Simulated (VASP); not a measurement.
Runs of VASP 6.6.1 on Y. The structure is that of space group Fd-3m (No. 227), or close to it. The cells are those of the table. This isn't the form of Y at room conditions, which is hcp.

| task | cell | gap on the mesh (eV) | pressure (GPa) |
| --- | --- | --- | --- |
| single point | a = 4.775 Å, angles 60.0°, 2 atoms | none | (a) |
| relaxation of cell and atoms | relaxed from a = 4.950 Å, angles 60.0°, 2 atoms | none | 0.0 |
| single point | a = 4.823 Å, angles 60.0°, 2 atoms | none | -0.1 |
| single point | a = 4.799 Å, angles 60.0°, 2 atoms | none | 0.0 |
| relaxation of cell and atoms | relaxed from a = 4.799 Å, angles 60.0°, 2 atoms | none | 0.0 |

Alike in all rows: level PBEsol; potentials or basis VASP PAW PBE potentials, release 64 (Y_sv); no spin polarisation; k mesh 6 × 6 × 6; cutoff (eV) 500; smearing fermi-dirac 0.1 eV.

Question: Estimate the missing entries.

Answer: (a) 0.2.

Caveats: the PAW data sets were made with another functional, which shifts forces and pressure a little; the relaxation stopped at its first step, so nothing moved (at least some runs).

A k mesh can miss the band edges, and the runs leave out spin-orbit coupling on Y.

A gap of «none» marks levels without a gap at the run's occupations.
